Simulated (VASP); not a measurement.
# Lu in VASP: a series of runs

Lu is run at these levels: PBE; tasks: relaxation of cell and atoms, single point.

All numbers are computed with VASP 6.6.1; they aren't measurements. Logs are shortened: lines on timing, memory, paths and dates and some standing lists are left out, and cuts for length are marked.

### 1 The cell of the first run

Symmetry: Cmmm, No. 65, orthorhombic system. The conventional cell has a = 3.361 Å, b = 5.863 Å, c = 3.220 Å, α = 90.00°, β = 90.00°, γ = 90.00°. Within 4.2 Å of Lu (site symmetry mmm) lie 8 Lu at 3.22 to 3.38 Å.

The cell was generated, and may not be a known phase.

### 2 Relaxation of cell and atoms, PBE

INCAR reads:

```
SYSTEM = Lu
ALGO     = Normal         ! electronic algorithm
EDIFF    = 1E-7           ! SCF threshold, eV
EDIFFG   = -0.04          ! ionic threshold
ENCUT    = 600            ! plane-wave cutoff, eV
GGA      = PE             ! functional
IBRION   = 2              ! ionic algorithm
ISIF     = 3              ! what is computed and relaxed
ISMEAR   = 0              ! smearing method
LASPH    = .TRUE.         ! aspherical terms in the spheres
LCHARG   = .FALSE.        ! write CHGCAR
LREAL    = .FALSE.        ! projectors in reciprocal space
LWAVE    = .FALSE.        ! write WAVECAR
NELM     = 100            ! most SCF steps
NSW      = 90             ! ionic steps
PREC     = Accurate       ! precision mode
SIGMA    = 0.1            ! smearing width, eV
```

KPOINTS reads:

```
k-points
0
G
  6 6 6
  0 0 0
```

POSCAR reads:

```
Lu
1.0
    1.6806873700     -2.9315318300      0.0000000000
    1.6806873700      2.9315318300      0.0000000000
    0.0000000000      0.0000000000      3.2200892100
Lu
1
Direct
    0.5000000000      0.5000000000      0.0000000000
```

Potentials or basis: VASP PAW PBE potentials, release 64 (Lu).

Run with:

```bash
$ cat potpaw_PBE.64/Lu/POTCAR > POTCAR
$ mpirun -np 1 vasp_std > vasp.out
```

OUTCAR:

```text
SYSTEM = Lu
   EDIFF = 1E-7
   EDIFFG = -0.04
   ENCUT = 600
   GGA = PE
   IBRION = 2
   ISIF = 3
   ISMEAR = 0
   LASPH = .TRUE.
   LREAL = .FALSE.
   NELM = 100
   NSW = 90
   PREC = Accurate

 ion  position               nearest neighbor table
   1  0.500  0.500  0.000-

  LATTYP: Found a base centered orthorhombic cell.
 ALAT       =     3.3613747400
 B/A-ratio  =     1.7442457665
 C/A-ratio  =     0.9579679325

  Lattice vectors:

 A1 = (   1.6806873700,  -2.9315318300,   0.0000000000)
 A2 = (   1.6806873700,   2.9315318300,   0.0000000000)
 A3 = (   0.0000000000,   0.0000000000,   3.2200892100)

Analysis of symmetry for initial positions (statically):
=====================================================================
 Subroutine PRICEL returns:
 Original cell was already a primitive cell.

 Routine SETGRP: Setting up the symmetry group for a
 base centered orthorhombic supercell.

 Subroutine GETGRP returns: Found  8 space group operations
 (whereof  8 operations were pure point group operations)
 out of a pool of  8 trial point group operations.

The static configuration has the point symmetry D_2h.

Analysis of symmetry for dynamics (positions and initial velocities):
=====================================================================
 Subroutine PRICEL returns:
 Original cell was already a primitive cell.

 Routine SETGRP: Setting up the symmetry group for a
 base centered orthorhombic supercell.

 Subroutine GETGRP returns: Found  8 space group operations
 (whereof  8 operations were pure point group operations)
 out of a pool of  8 trial point group operations.

The dynamic configuration has the point symmetry D_2h.

 Subroutine INISYM returns: Found  8 space group operations
 (whereof  8 operations are pure point group operations),
 and found     1 'primitive' translations

----------------------------------------------------------------------------------------

                                     Primitive cell

  volume of cell :      31.7307

  direct lattice vectors                    reciprocal lattice vectors
     1.680687370 -2.931531830  0.000000000     0.297497327 -0.170559294  0.000000000
     1.680687370  2.931531830  0.000000000     0.297497327  0.170559294  0.000000000
     0.000000000  0.000000000  3.220089210     0.000000000  0.000000000  0.310550402

  length of vectors
     3.379140261  3.379140261  3.220089210     0.342921467  0.342921467  0.310550402

  position of ions in fractional coordinates (direct lattice)
     0.500000000  0.500000000  0.000000000

  ion indices of the primitive-cell ions
   primitive index   ion index
                 1           1

----------------------------------------------------------------------------------------

 KPOINTS: k-points

Automatic generation of k-mesh.
 Grid dimensions read from file:
 generate k-points for:    6    6    6

 Generating k-lattice:

  Cartesian coordinates                     Fractional coordinates (reciprocal lattice)
     0.049582888 -0.028426549  0.000000000     0.166666667 -0.000000000  0.000000000
     0.049582888  0.028426549  0.000000000    -0.000000000  0.166666667  0.000000000
     0.000000000  0.000000000  0.051758400     0.000000000  0.000000000  0.166666667

  Length of vectors
     0.057153578  0.057153578  0.051758400

  Shift w.r.t. Gamma in fractional coordinates (k-lattice)
     0.000000000  0.000000000  0.000000000

 Subroutine IBZKPT returns following result:
 ===========================================

 Found     52 irreducible k-points:

 Following reciprocal coordinates:
            Coordinates               Weight
  0.000000  0.000000  0.000000      1.000000
  0.166667 -0.000000  0.000000      4.000000
  0.333333  0.000000  0.000000      4.000000
  0.500000  0.000000  0.000000      2.000000
  0.166667  0.166667  0.000000      2.000000
  0.333333  0.166667  0.000000      4.000000
[... 16 lines left out ...]
  0.333333  0.333333  0.166667      4.000000
  0.500000  0.333333  0.166667      8.000000
 [... further k-points ...]
   k-points           NKPTS =     52   k-points in BZ     NKDIM =     52   number of bands    NBANDS=     16
   number of dos      NEDOS =    301   number of ions     NIONS =      1
   total plane-waves  NPLWV =  21952
   dimension x,y,z NGX =    28 NGY =   28 NGZ =   28
   dimension x,y,z NGXF=    56 NGYF=   56 NGZF=   56
   ions per type =               1
   NGX,Y,Z   is equivalent  to a cutoff of  13.78, 13.78, 14.46 a.u.
   NGXF,Y,Z  is equivalent  to a cutoff of  27.55, 27.55, 28.91 a.u.
 SYSTEM =  Lu
   PREC   = accura    normal or accurate (medium, high low for compatibility)
   ISTART =      0    job   : 0-new  1-cont  2-samecut
   ICHARG =      2    charge: 1-file 2-atom 10-const
   ISPIN  =      1    spin polarized calculation?
   LNONCOLLINEAR =      F non collinear calculations
   LSORBIT =      F    spin-orbit coupling
   LASPH  =      T    aspherical Exc in radial PAW
   ENCUT  =  600.0 eV  44.10 Ry    6.64 a.u.   6.75  6.75  6.43*2*pi/ulx,y,z
   NELM   =    100;   NELMIN=  2; NELMDL= -5     # of ELM steps
   EDIFF  = 0.1E-06   stopping-criterion for ELM
   LREAL  =      F    real-space projection
   EDIFFG = -.4E-01   stopping-criterion for IOM
   NSW    =     90    number of steps for IOM
   IBRION =      2    ionic relax: 0-MD 1-quasi-New 2-CG
   NFREE  =      1    steps in history (QN), initial steepest desc. (CG)
   ISIF   =      3    stress and relaxation
   ISYM   =      2    0-nonsym 1-usesym 2-fastsym
   POTIM  = 0.5000    time-step for ionic-motion
   TEBEG  =    0.0;   TEEND  =   0.0 temperature during run
   PSTRESS=    0.0 pullay stress
   NELECT =      25.0000    total number of electrons
   NUPDOWN=      -1.0000    fix difference up-down
   EMIN   =  10.00;   EMAX   =-10.00  energy-range for DOS
   EFERMI =   0.00;   METHOD = LEGACY
   ISMEAR =     0;   SIGMA  =   0.10  broadening in eV -4-tet -1-fermi 0-gaus
   EFERMI_NEDOS =   21; number of points for ismear=-14 and -15
   IALGO  =     38    algorithm
   IMIX   =      4    mixing-type and parameters
     AMIX     =   0.40;   BMIX     =  1.00
     AMIX_MAG =   1.60;   BMIX_MAG =  1.00
  volume/ion in A,a.u.               =      31.73       214.13
  Fermi-wavevector in a.u.,A,eV,Ry     =   1.512034  2.857331 31.106295  2.286248
  Thomas-Fermi vector in A             =   2.622012
   LORBIT       =      0    0 simple, 1 ext, 2 COOP (PROOUT), +10 PAW based schemes
   GGA     = PE    functional components
   LHFCALC =     F    Hartree Fock is set to
   AEXX    =    0.0000 exact exchange contribution
   IVDW    =     0    specifies the selected vdW correction
   LEPSILON=     F    determine dielectric tensor
   LRPA    =     F    only Hartree local field effects (RPA)
 conjugate gradient relaxation of ions
 non-spin polarized calculation
 Gauss-broadening in eV      SIGMA  =   0.10
  energy-cutoff  :      600.00
  volume of cell :       31.73
 maximum number of plane-waves:      1081
   NGX = 13   NGY = 13   NGZ = 13

--------------------------------------- Ionic step        1  -------------------------------------------

 number of electron      25.0000012 magnetization

 Free energy of the ion-electron system (eV)
  ---------------------------------------------------
  ext. energy  EPLUGINS =         0.00000000
  ---------------------------------------------------
  free energy    TOTEN  =        -4.01252494 eV

  energy without entropy =       -3.99617677  energy(sigma->0) =       -4.00435085

------------------------ aborting loop because EDIFF is reached ----------------------------------------

  FORCE on cell =-STRESS in cart. coord.  units (eV):
  Direction    XX          YY          ZZ          XY          YZ          ZX
  --------------------------------------------------------------------------------------
  -------------------------------------------------------------------------------------
  Total       -0.2064738     -0.2856798     -0.1469913      0.0000000      0.0000000      0.0000000
  in kB      -10.4254805    -14.4248297     -7.4220333      0.0000000      0.0000000      0.0000000
  external PRESSURE =     -10.7574478 kB  Pullay stress =       0.0000000 kB
[... 55 lines left out ...]
  energy  without entropy=       -3.9986705230  energy(sigma->0) =       -4.00720085

--------------------------------------- Ionic step        3  -------------------------------------------

 number of electron      25.0000004 magnetization

 Free energy of the ion-electron system (eV)
  ---------------------------------------------------
  ext. energy  EPLUGINS =         0.00000000
  ---------------------------------------------------
  free energy    TOTEN  =        -4.01576814 eV

  energy without entropy =       -3.99878498  energy(sigma->0) =       -4.00727656

 E-fermi :   1.8882     XC(G=0): -10.3699

 val. band max:        1.8694497332   @ k =   0.5000   0.1667   0.3333
 cond. band min:       1.9107730974   @ k =  -0.1667   0.1667   0.0000
 fundamental gap:      0.0413233642
 Fermi energy:         1.8882192831

 k-point     1 :       0.0000    0.0000    0.0000
  band No.  band energies     occupation
      1     -54.5437      2.00000
      2     -25.0491      2.00000
      3     -24.9042      2.00000
      4     -24.9019      2.00000
      5      -3.8372      2.00000
      6      -3.2833      2.00000
[... 8 lines left out ...]
     15       4.2710      0.00000
     16       8.3147      0.00000
[... 420 lines left out ...]
  band No.  band energies     occupation
      1     -54.5063      2.00000
      2     -25.3408      2.00000
      3     -25.1229      2.00000
      4     -25.0812      2.00000
      5      -3.3066      2.00000
      6      -3.2811      2.00000
[... 8 lines left out ...]
     15       4.8642      0.00000
     16       5.9425      0.00000

 [... further k-points ...]

------------------------ aborting loop because EDIFF is reached ----------------------------------------

  FORCE on cell =-STRESS in cart. coord.  units (eV):
  Direction    XX          YY          ZZ          XY          YZ          ZX
  --------------------------------------------------------------------------------------
  -------------------------------------------------------------------------------------
  Total        0.0396222      0.0006489     -0.0259833      0.0000000      0.0000000      0.0000000
  in kB        2.0575888      0.0336959     -1.3493213      0.0000000      0.0000000      0.0000000
  external PRESSURE =       0.2473211 kB  Pullay stress =       0.0000000 kB
[... 16 lines left out ...]
  FREE ENERGIE OF THE ION-ELECTRON SYSTEM (eV)
  ---------------------------------------------------
  free  energy   TOTEN  =        -4.0157681409 eV

  energy  without entropy=       -3.9987849837  energy(sigma->0) =       -4.00727656

 reached required accuracy - stopping structural energy minimisation
```

Run time: 52 s. Hardware: 1 thread of AMD EPYC 9R45 (Zen 5), shared host; peak memory 0.16 GiB.

Results:

```yaml
Free_energy: -4.0158 eV
Relaxed_volume: 30.85 Å³/atom
Relaxed_cell: a = 3.340 Å, b = 3.340 Å, c = 3.199 Å, α = 90.00°, β = 90.00°, γ = 120.17°
Space_group_after_relaxing_to_0.1_Å: P6/mmm (No. 191)
Energy_gained_by_relaxing: 3.2 meV/atom
Ionic_steps: 3
Pressure_after_relaxing: 0.0 GPa
Band_gap_on_the_k_mesh: zero (an odd number of electrons rules out a gap without spin polarisation)
```

Step by step:
| step | energy change (eV) | largest force (eV/Å) | pressure (GPa) | volume (Å³) |
| --- | --- | --- | --- | --- |
| 1 | 0.0000 | 0.0000 | -1.08 | 31.73 |
| 2 | -0.0032 | 0.0000 | 0.11 | 30.76 |
| 3 | -0.0032 | 0.0000 | 0.02 | 30.85 |

Final structure:
```
Lu
1.0
     1.66552   -2.89494    0.00000
     1.66552    2.89494    0.00000
     0.00000    0.00000    3.19941
Lu
1
Direct
  0.50000 0.50000 0.00000
```

Levels at points of the mesh, in eV from the Fermi level:
| k point | band 9 | band 10 | band 11 | band 12 | band 13 | band 14 | band 15 | band 16 |
| --- | --- | --- | --- | --- | --- | --- | --- | --- |
| (0.00, 0.00, 0.00) | -5.16 | -5.12 | -5.11 | -5.04 | -0.28 | 2.32 | 2.38 | 6.43 |
| (0.50, 0.00, 0.00) | -5.10 | -5.09 | -5.08 | -2.33 | 0.17 | 0.37 | 3.45 | 5.79 |
| (0.50, 0.50, 0.00) | -5.10 | -5.09 | -5.08 | -2.34 | 0.17 | 0.35 | 3.45 | 5.81 |
| (0.00, 0.00, 0.50) | -5.10 | -5.10 | -5.03 | -2.82 | -0.40 | 2.98 | 3.04 | 3.89 |
| (0.50, 0.00, 0.50) | -5.10 | -5.09 | -5.07 | -1.51 | -0.42 | 2.72 | 4.15 | 4.18 |
| (0.50, 0.50, 0.50) | -5.10 | -5.09 | -5.07 | -1.51 | -0.43 | 2.75 | 4.12 | 4.15 |

Caveat: spin-orbit coupling is left out, which moves the levels of the heavy elements.

(Part 1 of 2 ends here.)

The gap in the log of VASP goes by the Fermi energy; the results here count the filled bands.